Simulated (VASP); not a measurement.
# InP (I-4m2) in VASP: a series of runs

The runs below take InP through single point, with r2SCAN.

Program: VASP 6.6.1. These are calculated values, not measurements. Logs are shortened: lines on timing, memory, paths and dates and some standing lists are left out, and cuts for length are marked.

## 1. The cell of the first run

It takes space group I-4m2 (No. 119, tetragonal). Conventional cell: a = 4.177 Å, b = 4.177 Å, c = 5.996 Å, α = 90.00°, β = 90.00°, γ = 90.00°. In (site symmetry -4m2) has 4 P at 2.57 Å within 3.4 Å. P (site symmetry -4m2) has 4 In at 2.57 Å within 3.4 Å.

## 2. Single point, r2SCAN (strain +0.0150 x Voigt [0, 0, 1, 0, 0, 0])

POSCAR reads:

```
InP
1.0
    0.0000000000      2.9535689347      2.9978724687
    2.9535689347      0.0000000000      2.9978724687
    2.9535689347      2.9535689347      0.0000000000
In P
1 1
Direct
    0.0000000000      0.0000000000      0.0000000000
    0.7500000000      0.7500000000      0.7500000000
```

INCAR.step1 reads:

```
PREC = Accurate
ENCUT = 520
ISMEAR = 0
SIGMA = 0.05
LREAL = False
LASPH = True
NELM = 80
NBANDS = 16
GGA = PE
ALGO = Normal
EDIFF = 1E-4
LWAVE = True
LCHARG = False
```

INCAR.step2 reads:

```
PREC = Accurate
ENCUT = 520
EDIFF = 1E-7
ISMEAR = 0
SIGMA = 0.05
LREAL = False
LASPH = True
NELM = 80
ALGO = Normal
ISIF = 2
LWAVE = False
LCHARG = False
METAGGA = R2SCAN
LMIXTAU = True
NBANDS = 16
ISTART = 1
```

KPOINTS reads:

```
regular mesh
0
Gamma
  8 8 8
```

Potentials or basis: VASP PAW PBE potentials, release 64 (In_d, P).

Started as:

```bash
$ cat potpaw_PBE.64/In_d/POTCAR potpaw_PBE.64/P/POTCAR > POTCAR
$ cp INCAR.step1 INCAR
$ mpirun -np 1 vasp_std > vasp.out
$ cp INCAR.step2 INCAR
$ mpirun -np 1 vasp_std > vasp.out
```

OUTCAR:

```text
PREC = Accurate
   ENCUT = 520
   EDIFF = 1E-7
   ISMEAR = 0
   LREAL = False
   LASPH = True
   NELM = 80
   ISIF = 2
   METAGGA = R2SCAN
   ISTART = 1

 ion  position               nearest neighbor table
   1  0.000  0.000  0.000-   2 2.57   2 2.57   2 2.57   2 2.57
   2  0.750  0.750  0.750-   1 2.57   1 2.57   1 2.57   1 2.57

  LATTYP: Found a body centered tetragonal cell.
 ALAT       =     4.1769772449
 C/A-ratio  =     1.4354267658

  Lattice vectors:

 A1 = (  -2.9535689347,   0.0000000000,   2.9978724687)
 A2 = (   2.9535689347,   0.0000000000,   2.9978724687)
 A3 = (   0.0000000000,   2.9535689347,  -2.9978724687)

Analysis of symmetry for initial positions (statically):
=====================================================================
 Subroutine PRICEL returns:
 Original cell was already a primitive cell.

 Routine SETGRP: Setting up the symmetry group for a
 body centered tetragonal supercell.

 Subroutine GETGRP returns: Found  8 space group operations
 (whereof  8 operations were pure point group operations)
 out of a pool of 16 trial point group operations.

The static configuration has the point symmetry D_2d.

Analysis of symmetry for dynamics (positions and initial velocities):
=====================================================================
 Subroutine PRICEL returns:
 Original cell was already a primitive cell.

 Routine SETGRP: Setting up the symmetry group for a
 body centered tetragonal supercell.

 Subroutine GETGRP returns: Found  8 space group operations
 (whereof  8 operations were pure point group operations)
 out of a pool of 16 trial point group operations.

The dynamic configuration has the point symmetry D_2d.

 Subroutine INISYM returns: Found  8 space group operations
 (whereof  8 operations are pure point group operations),
 and found     1 'primitive' translations

----------------------------------------------------------------------------------------

                                     Primitive cell

  volume of cell :      52.3043

  direct lattice vectors                    reciprocal lattice vectors
     0.000000000  2.953568935  2.997872469    -0.169286721  0.169286721  0.166784947
     2.953568935  0.000000000  2.997872469     0.169286721 -0.169286721  0.166784947
     2.953568935  2.953568935  0.000000000     0.169286721  0.169286721 -0.166784947

  length of vectors
     4.208421176  4.208421176  4.176977245     0.291775952  0.291775952  0.291775952

  position of ions in fractional coordinates (direct lattice)
     0.000000000  0.000000000  0.000000000
     0.750000000  0.750000000  0.750000000

  ion indices of the primitive-cell ions
   primitive index   ion index
                 1           1
                 2           2

----------------------------------------------------------------------------------------

 KPOINTS: regular mesh

Automatic generation of k-mesh.
 Grid dimensions read from file:
 generate k-points for:    8    8    8

 Generating k-lattice:

  Cartesian coordinates                     Fractional coordinates (reciprocal lattice)
    -0.021160840  0.021160840  0.020848118     0.125000000  0.000000000  0.000000000
     0.021160840 -0.021160840  0.020848118     0.000000000  0.125000000  0.000000000
     0.021160840  0.021160840 -0.020848118    -0.000000000 -0.000000000  0.125000000

  Length of vectors
     0.036471994  0.036471994  0.036471994

  Shift w.r.t. Gamma in fractional coordinates (k-lattice)
     0.000000000  0.000000000  0.000000000

 Subroutine IBZKPT returns following result:
 ===========================================

 Found     59 irreducible k-points:

 Following reciprocal coordinates:
            Coordinates               Weight
  0.000000  0.000000  0.000000      1.000000
  0.125000  0.000000  0.000000      8.000000
  0.250000  0.000000  0.000000      8.000000
  0.375000  0.000000  0.000000      8.000000
  0.500000  0.000000  0.000000      4.000000
  0.125000  0.125000  0.000000      2.000000
[... 16 lines left out ...]
  0.250000  0.000000  0.125000     16.000000
  0.375000 -0.000000  0.125000     16.000000
 [... further k-points ...]
   k-points           NKPTS =     59   k-points in BZ     NKDIM =     59   number of bands    NBANDS=     16
   number of dos      NEDOS =    301   number of ions     NIONS =      2
   total plane-waves  NPLWV =  32768
   dimension x,y,z NGX =    32 NGY =   32 NGZ =   32
   dimension x,y,z NGXF=    64 NGYF=   64 NGZF=   64
   ions per type =               1   1
   NGX,Y,Z   is equivalent  to a cutoff of  12.64, 12.64, 12.74 a.u.
   NGXF,Y,Z  is equivalent  to a cutoff of  25.28, 25.28, 25.47 a.u.
 SYSTEM =  unknown system
   PREC   = accura    normal or accurate (medium, high low for compatibility)
   ISTART =      1    job   : 0-new  1-cont  2-samecut
   ICHARG =      0    charge: 1-file 2-atom 10-const
   ISPIN  =      1    spin polarized calculation?
   LNONCOLLINEAR =      F non collinear calculations
   LSORBIT =      F    spin-orbit coupling
   LASPH  =      T    aspherical Exc in radial PAW
   ENCUT  =  520.0 eV  38.22 Ry    6.18 a.u.   7.82  7.82  7.77*2*pi/ulx,y,z
   NELM   =     80;   NELMIN=  2; NELMDL=  0     # of ELM steps
   EDIFF  = 0.1E-06   stopping-criterion for ELM
   LREAL  =      F    real-space projection
   EDIFFG = 0.1E-05   stopping-criterion for IOM
   NSW    =      0    number of steps for IOM
   IBRION =     -1    ionic relax: 0-MD 1-quasi-New 2-CG
   NFREE  =      0    steps in history (QN), initial steepest desc. (CG)
   ISIF   =      2    stress and relaxation
   ISYM   =      2    0-nonsym 1-usesym 2-fastsym
   POTIM  = 0.5000    time-step for ionic-motion
   TEBEG  =    0.0;   TEEND  =   0.0 temperature during run
   PSTRESS=    0.0 pullay stress
   NELECT =      18.0000    total number of electrons
   NUPDOWN=      -1.0000    fix difference up-down
   EMIN   =  10.00;   EMAX   =-10.00  energy-range for DOS
   EFERMI =   0.00;   METHOD = LEGACY
   ISMEAR =     0;   SIGMA  =   0.05  broadening in eV -4-tet -1-fermi 0-gaus
   EFERMI_NEDOS =   21; number of points for ismear=-14 and -15
   IALGO  =     38    algorithm
   IMIX   =      4    mixing-type and parameters
     AMIX     =   0.40;   BMIX     =  1.00
     AMIX_MAG =   1.60;   BMIX_MAG =  1.00
  volume/ion in A,a.u.               =      26.15       176.48
  Fermi-wavevector in a.u.,A,eV,Ry     =   1.147237  2.167964 17.907350  1.316153
  Thomas-Fermi vector in A             =   2.283918
   LORBIT       =      0    0 simple, 1 ext, 2 COOP (PROOUT), +10 PAW based schemes
   METAGGA = R2SCAN    functional components
   LHFCALC =     F    Hartree Fock is set to
   AEXX    =    0.0000 exact exchange contribution
   IVDW    =     0    specifies the selected vdW correction
   LEPSILON=     F    determine dielectric tensor
   LRPA    =     F    only Hartree local field effects (RPA)
 non-spin polarized calculation
 Gauss-broadening in eV      SIGMA  =   0.05
  energy-cutoff  :      520.00
  volume of cell :       52.30
 maximum number of plane-waves:      1421
   NGX = 15   NGY = 15   NGZ = 15

 number of electron      18.0000006 magnetization

 Free energy of the ion-electron system (eV)
  ---------------------------------------------------
  ext. energy  EPLUGINS =         0.00000000
  ---------------------------------------------------
  free energy    TOTEN  =       -32.29353374 eV

  energy without entropy =      -32.29353374  energy(sigma->0) =      -32.29353374

 E-fermi :   4.8521     XC(G=0):  -9.7026

 val. band max:        4.6225818994   @ k =   0.0000   0.0000   0.0000
 cond. band min:       5.5408245102   @ k =   0.0000   0.0000   0.0000
 fundamental gap:      0.9182426107
 Fermi energy:         4.8521015981

 k-point     1 :       0.0000    0.0000    0.0000
  band No.  band energies     occupation
      1      -9.9934      2.00000
      2      -9.9869      2.00000
      3      -9.9869      2.00000
      4      -9.8315      2.00000
      5      -9.8289      2.00000
      6      -7.1372      2.00000
[... 8 lines left out ...]
     15      14.3400      0.00000
     16      14.5754      0.00000

 k-point     2 :       0.1250    0.0000    0.0000
  band No.  band energies     occupation
      1     -10.0078      2.00000
      2      -9.9838      2.00000
      3      -9.9799      2.00000
      4      -9.8316      2.00000
      5      -9.8285      2.00000
      6      -6.9601      2.00000
[... 8 lines left out ...]
     15      13.9119      0.00000
     16      14.3264      0.00000

 k-point     3 :       0.2500    0.0000    0.0000
  band No.  band energies     occupation
      1     -10.0495      2.00000
      2      -9.9686      2.00000
      3      -9.9646      2.00000
      4      -9.8299      2.00000
      5      -9.8255      2.00000
      6      -6.4684      2.00000
[... 8 lines left out ...]
     15      13.6394      0.00000
     16      14.1604      0.00000

 k-point     4 :       0.3750    0.0000    0.0000
  band No.  band energies     occupation
      1     -10.0888      2.00000
      2      -9.9563      2.00000
      3      -9.9524      2.00000
      4      -9.8250      2.00000
      5      -9.8191      2.00000
      6      -5.8204      2.00000
[... 8 lines left out ...]
     15      14.5456      0.00000
     16      14.6000      0.00000
[... 324 lines left out ...]
 k-point    22 :       0.1250    0.0000    0.1250
  band No.  band energies     occupation
      1     -10.0191      2.00000
      2      -9.9789      2.00000
      3      -9.9734      2.00000
      4      -9.8366      2.00000
      5      -9.8244      2.00000
      6      -6.8996      2.00000
[... 8 lines left out ...]
     15      14.5308      0.00000
     16      14.7611      0.00000

 k-point    23 :       0.2500    0.0000    0.1250
  band No.  band energies     occupation
      1     -10.0542      2.00000
      2      -9.9635      2.00000
      3      -9.9587      2.00000
      4      -9.8406      2.00000
      5      -9.8195      2.00000
      6      -6.5105      2.00000
[... 8 lines left out ...]
     15      14.4637      0.00000
     16      15.4218      0.00000

 k-point    24 :       0.3750   -0.0000    0.1250
  band No.  band energies     occupation
      1     -10.0896      2.00000
      2      -9.9514      2.00000
      3      -9.9457      2.00000
      4      -9.8381      2.00000
      5      -9.8147      2.00000
      6      -5.8993      2.00000
[... 8 lines left out ...]
     15      15.0104      0.00000
     16      15.1874      0.00000

 [... further k-points ...]
[... 5 lines left out ...]
  --------------------------------------------------------------------------------------
  -------------------------------------------------------------------------------------
  Total       -0.2821589     -0.2821589     -0.5091431      0.0000000      0.0000000      0.0000000
  in kB       -8.6430488     -8.6430488    -15.5959953      0.0000000      0.0000000      0.0000000
  external PRESSURE =     -10.9606976 kB  Pullay stress =       0.0000000 kB

 VOLUME and BASIS-vectors are now :
 -----------------------------------------------------------------------------
  energy-cutoff  :      520.00
  volume of cell :       52.30
      direct lattice vectors                 reciprocal lattice vectors
     0.000000000  2.953568935  2.997872469    -0.169286721  0.169286721  0.166784947
     2.953568935  0.000000000  2.997872469     0.169286721 -0.169286721  0.166784947
     2.953568935  2.953568935  0.000000000     0.169286721  0.169286721 -0.166784947

 POSITION                                       TOTAL-FORCE (eV/Angst)
 -----------------------------------------------------------------------------------
      0.00000      0.00000      0.00000        -0.000000     -0.000000     -0.000000
      4.43035      4.43035      4.49681         0.000000      0.000000      0.000000
 -----------------------------------------------------------------------------------
    total drift:                                0.000004      0.000004     -0.000001

  FREE ENERGIE OF THE ION-ELECTRON SYSTEM (eV)
  ---------------------------------------------------
  free  energy   TOTEN  =       -32.2935337359 eV

  energy  without entropy=      -32.2935337359  energy(sigma->0) =      -32.29353374
```

Run time: 2.1 min. Hardware: 1 thread of Intel Xeon Platinum 8488C (Sapphire Rapids), shared host; peak memory 0.21 GiB.

Results:

```
Free energy            : -32.2935 eV
Pressure               : -1.1 GPa
Band gap on the k mesh : 0.92 eV, direct
```

Stress tensor (GPa, compression positive):
```
-0.86  0.00  0.00
 0.00 -0.86  0.00
 0.00  0.00 -1.56
```

Levels at points of the mesh, in eV from the valence-band top:
```csv
k point,band 5,band 6,band 7,band 8,band 9,band 10,band 11,band 12,band 13,band 14
"(0.00, 0.00, 0.00)",-14.45,-11.76,-0.07,0.00,0.00,0.92,4.41,4.41,4.43,8.90
"(0.50, 0.00, 0.00)",-14.44,-10.08,-5.70,-1.03,-0.93,1.73,5.08,5.18,7.44,9.87
"(0.50, 0.50, 0.00)",-14.42,-9.48,-5.79,-2.25,-2.25,2.10,2.61,9.50,10.03,10.03
"(0.50, 0.00, 0.50)",-14.42,-9.43,-5.70,-2.33,-2.33,2.02,2.47,9.65,9.96,10.05
```

Caveat: the cell differs from its parent crystal (strain +0.0150 x Voigt [0, 0, 1, 0, 0, 0]); the PAW data sets were made with another functional, which shifts forces and pressure a little; spin-orbit coupling is left out, which moves the levels of the heavy elements.

## 3. Single point, r2SCAN (strain +0.0450 x Voigt [0, 0, 1, 0, 0, 0])

POSCAR reads:

```
InP
1.0
    0.0000000000      2.9535689347      3.0864795368
    2.9535689347      0.0000000000      3.0864795368
    2.9535689347      2.9535689347      0.0000000000
In P
1 1
Direct
    0.0000000000      0.0000000000      0.0000000000
    0.7500000000      0.7500000000      0.7500000000
```

INCAR.step1 reads:

```
SYSTEM = InP
  PREC = Accurate
  ENCUT = 520
  ISMEAR = 0
  SIGMA = 0.05
  LREAL = .False.
  LASPH = .True.
  NELM = 100
  NBANDS = 16
  GGA = PE
  ALGO = Normal
  EDIFF = 1E-4
  LWAVE = .True.
  LCHARG = .False.
```

INCAR.step2 reads:

```
SYSTEM = InP
  PREC = Accurate
  ENCUT = 520
  EDIFF = 1E-7
  ISMEAR = 0
  SIGMA = 0.05
  LREAL = .False.
  LASPH = .True.
  NELM = 100
  ALGO = Normal
  ISIF = 2
  LWAVE = .False.
  LCHARG = .True.
  METAGGA = R2SCAN
  LMIXTAU = .True.
  LELF = .True.
  LVHAR = .True.
  NBANDS = 16
  ISTART = 1
```

KPOINTS reads:

```
Automatic mesh
0
Gamma
  8 8 8
  0 0 0
```

Potentials or basis: VASP PAW PBE potentials, release 64 (In_d, P).

Started as:

```bash
$ cat potpaw_PBE.64/In_d/POTCAR potpaw_PBE.64/P/POTCAR > POTCAR
$ cp INCAR.step1 INCAR
$ mpirun -np 1 vasp_std > vasp.out
$ cp INCAR.step2 INCAR
$ mpirun -np 1 vasp_std > vasp.out
```

Wall time 2.3 min (1 thread of Intel Xeon Platinum 8488C (Sapphire Rapids), shared host); peak memory 0.21 GiB.

It converged, with:

```
Free energy            : -32.2656 eV
Pressure               : -2.9 GPa
Band gap on the k mesh : 0.69 eV, direct
```

Stress tensor (GPa, compression positive):
```
-2.14  0.00  0.00
 0.00 -2.14  0.00
 0.00  0.00 -4.32
```

Levels at points of the mesh, in eV from the valence-band top:
| k point | band 7 | band 8 | band 9 | band 10 | band 11 | band 12 |
| --- | --- | --- | --- | --- | --- | --- |
| (0.00, 0.00, 0.00) | -0.22 | 0.00 | 0.00 | 0.69 | 4.34 | 4.34 |
| (0.50, 0.00, 0.00) | -5.60 | -1.13 | -0.84 | 1.58 | 4.96 | 5.22 |
| (0.50, 0.50, 0.00) | -5.83 | -2.09 | -2.09 | 2.20 | 2.73 | 9.07 |
| (0.50, 0.00, 0.50) | -5.57 | -2.34 | -2.32 | 1.96 | 2.33 | 9.47 |

Caveat: the cell differs from its parent crystal (strain +0.0450 x Voigt [0, 0, 1, 0, 0, 0]); the PAW data sets were made with another functional, which shifts forces and pressure a little; spin-orbit coupling is left out, which moves the levels of the heavy elements.

## 4. Single point, r2SCAN (strain +0.0600 x Voigt [0, 0, 1, 0, 0, 0])

POSCAR reads:

```
InP
1.0
    0.0000000000      2.9535689347      3.1307830708
    2.9535689347      0.0000000000      3.1307830708
    2.9535689347      2.9535689347      0.0000000000
In P
1 1
Direct
    0.0000000000      0.0000000000      0.0000000000
    0.7500000000      0.7500000000      0.7500000000
```

INCAR.step1 reads:

```
SYSTEM = InP
ALGO = Normal
EDIFF = 1E-4
ENCUT = 520
GGA = PE
ISMEAR = 0
LASPH = .True.
LCHARG = .False.
LREAL = .False.
LWAVE = .True.
NBANDS = 16
NELM = 60
PREC = Accurate
SIGMA = 0.05
```

INCAR.step2 reads:

```
SYSTEM = InP
ALGO = Normal
EDIFF = 1E-6
ENCUT = 520
ISIF = 2
ISMEAR = 0
ISTART = 1
LASPH = .True.
LCHARG = .False.
LMIXTAU = .True.
LREAL = .False.
LWAVE = .False.
METAGGA = R2SCAN
NBANDS = 16
NELM = 60
PREC = Accurate
SIGMA = 0.05
```

KPOINTS reads:

```
k-points
0
Gamma
  8 8 8
  0 0 0
```

Started as:

```bash
$ cat potpaw_PBE.64/In_d/POTCAR potpaw_PBE.64/P/POTCAR > POTCAR
$ cp INCAR.step1 INCAR
$ mpirun -np 1 vasp_std > vasp.out
$ cp INCAR.step2 INCAR
$ mpirun -np 1 vasp_std > vasp.out
```

It took 95 s on 1 thread of Intel Xeon Platinum 8488C (Sapphire Rapids), shared host; peak memory 0.21 GiB.

Results (log left out):

- Free energy: -32.2418 eV
- Pressure: -3.6 GPa
- Band gap on the k mesh: 0.57 eV, direct

Stress tensor (GPa, compression positive):
```
-2.65  0.00  0.00
 0.00 -2.65  0.00
 0.00  0.00 -5.61
```

Levels at points of the mesh, in eV from the valence-band top:
```csv
k point,band 7,band 8,band 9,band 10,band 11,band 12
"(0.00, 0.00, 0.00)",-0.30,0.00,0.00,0.57,4.31,4.31
"(0.50, 0.00, 0.00)",-5.55,-1.18,-0.79,1.50,4.92,5.23
"(0.50, 0.50, 0.00)",-5.85,-2.02,-2.02,2.25,2.78,8.87
"(0.50, 0.00, 0.50)",-5.50,-2.34,-2.32,1.94,2.26,9.31
```

Caveat: the cell differs from its parent crystal (strain +0.0600 x Voigt [0, 0, 1, 0, 0, 0]); the PAW data sets were made with another functional, which shifts forces and pressure a little; spin-orbit coupling is left out, which moves the levels of the heavy elements.

## 5. Summary

| cell | gap on the mesh (eV) | pressure (GPa) |
| --- | --- | --- |
| a = 4.208, b = 4.208, c = 4.177 Å, angles 60.2, 60.2, 59.5°, 2 atoms | 0.92 | -1.1 |
| a = 4.272, b = 4.272, c = 4.177 Å, angles 60.7, 60.7, 58.5°, 2 atoms | 0.69 | -2.9 |
| a = 4.304, b = 4.304, c = 4.177 Å, angles 61.0, 61.0, 58.1°, 2 atoms | 0.57 | -3.6 |

Alike in all rows: task single point; level r2SCAN; potentials or basis VASP PAW PBE potentials, release 64 (In_d, P); no spin polarisation; k mesh 8 × 8 × 8; cutoff (eV) 520; smearing gaussian 0.05 eV.

Caveats: the PAW data sets were made with another functional, which shifts forces and pressure a little; spin-orbit coupling is left out, which moves the levels of the heavy elements.

Total energies depend on the potentials used, so only differences within one code and one set of settings carry meaning.
